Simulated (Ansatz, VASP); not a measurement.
## One calculation of In, two programs

```
In
1.0
    -1.62547    1.62547    2.47370
     1.62547   -1.62547    2.47370
     1.62547    1.62547   -2.47370
In
1
Direct
  0.00000 0.00000 0.00000
```

Alike in both runs: task relaxation of cell and atoms; functional PBEsol; dispersion D3(BJ); k mesh 11 × 11 × 11; occupations fermi-dirac, width 0.05 eV; no spin polarisation.

|  | VASP | Ansatz |
| --- | --- | --- |
| version | VASP 6.6.1 | Ansatz 0.2.0 |
| potentials or method | VASP PAW PBE potentials, release 64 (In_d) | Ansatz PAW |
| plane-wave cutoff (eV) | 600 | 420 |
| valence electrons in the cell | 13 | 13 |

|  | VASP | Ansatz | Ansatz less VASP |
| --- | --- | --- | --- |
| gap on the k mesh at the Fermi level, each at its own relaxed structure (eV) | none | none | - |
| relaxed volume (Å³/atom) | 24.29 | 24.27 | -0.018 |
| relaxed length of the cell vector where the two differ most in proportion (Å) | 3.274 | 3.274 | -0.0005 |

VASP's potentials were made for PBE, not for PBEsol. A gap of «none» marks a metal or a gap that the smearing closes.

Noted on Ansatz's run: the plane-wave basis is chosen anew once the cell has moved, so the energies of steps on either side of that aren't comparable.
